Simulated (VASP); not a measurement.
P: single point with PBE

P:

```xyz
2
Lattice="1.7257 0.9963 3.1297 -1.7257 0.9963 3.1297 0.0000 -1.9927 3.1297" Properties=species:S:1:pos:R:3 pbc="T T T"
P    -0.0131    0.0080    7.1927
P    -0.0121   -0.0027    2.1213
```

```yaml
Program: VASP 6.6.1
Task: single point
Functional: PBE
Potentials_or_basis: VASP PAW PBE potentials, release 64 (P)
Cutoff: 520 eV
k_mesh: 7 × 7 × 7
Occupations: methfessel-paxton, width 0.05 eV
Spin: no spin polarisation
```

```json
{"Pressure": "-0.6 GPa", "Largest force": "0.332 eV/Å", "Band gap on the k mesh": "zero (band 5 reaches 9.20 eV, above the bottom of band 6 at 8.82 eV)"}
```

Forces on the atoms (eV/Å):
```
P    0.004 -0.040  0.330
P   -0.004  0.040 -0.330
```

Stress tensor (GPa, compression positive):
```
 0.44  0.00 -0.01
 0.00  0.38  0.11
-0.01  0.11 -2.67
```

Levels at points of the mesh, in eV from the Fermi level:
```tsv
k point	band 1	band 2	band 3	band 4	band 5	band 6	band 7	band 8	band 9	band 10
(0.00, 0.00, 0.00)	-16.46	-3.67	-3.33	-2.78	-2.71	1.63	2.75	2.86	5.59	5.68
```

It took 34 s on 1 thread of Intel(R) Xeon(R) 6975P-C (Granite Rapids), with other jobs on the host, peak memory 0.18 GiB.
